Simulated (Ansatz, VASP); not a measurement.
# One calculation of GaN, two programs

```xyz
2
Lattice="0.0000 2.2535 2.2535 2.2535 0.0000 2.2535 2.2535 2.2535 0.0000" Properties=species:S:1:pos:R:3 pbc="T T T"
Ga    0.0000    0.0000    0.0000
N     1.1268    1.1268    1.1268
```

Alike in both runs: functional r2SCAN50; k mesh 5 × 5 × 5; occupations fermi-dirac, width 0.05 eV; no spin polarisation.

```csv
,VASP,Ansatz
version,VASP 6.6.1,Ansatz 0.2.0
potentials or method,"VASP PAW PBE potentials, release 64 (Ga_d, N)",Ansatz PAW
plane-wave cutoff (eV),580,500
valence electrons in the cell,18,18
task,single point,band structure
```

```tsv
	VASP	Ansatz	Ansatz less VASP
gap on the k mesh at the Fermi level (eV)	5.98	5.89	-0.082
least direct gap on the mesh (eV)	5.98	5.89	-0.082
pressure (GPa)	-7.7	-8.2	-0.47
```

VASP's potentials were made for PBE, not for r2SCAN50.

The k mesh is coarse, so the values compare programs but aren't converged.
